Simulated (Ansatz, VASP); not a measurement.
# ZnCu: VASP beside Ansatz

```
Zn Cu
1.0
     3.00276    0.00000    0.00000
     0.00000    3.00276    0.00000
     0.00000    0.00000    3.00276
Zn Cu
1 1
Cartesian
  1.5014 1.5014 1.5014
  0.0000 0.0000 0.0000
```

Change from the starting cell: volume scaled by 1.06, PAW files.

Alike in both runs: task electric field gradients; functional PBEsol; k mesh 14 × 14 × 14; occupations fermi-dirac, width 0.05 eV; no spin polarisation.

```csv
,VASP,Ansatz
version,VASP 6.6.1,Ansatz 0.2.0
potentials or method,"VASP PAW PBE potentials, release 64 (Zn, Cu)","PAW with Ansatz's default frozen-core files, scalar-relativistic"
plane-wave cutoff (eV),520,420
valence electrons in the cell,23,31
```

VASP gave:

- pressure (GPa): -9.8

Task: What did Ansatz give for the same quantities?

Result: Pressure (GPa): -10.4.

VASP's potentials were made for PBE, not for PBEsol. With one functional, cell and mesh, what is left measures potentials, basis and numerics. VASP's potentials hold 23 valence electrons a cell and Ansatz's 31, so a difference there can come from the potentials and not from the codes.
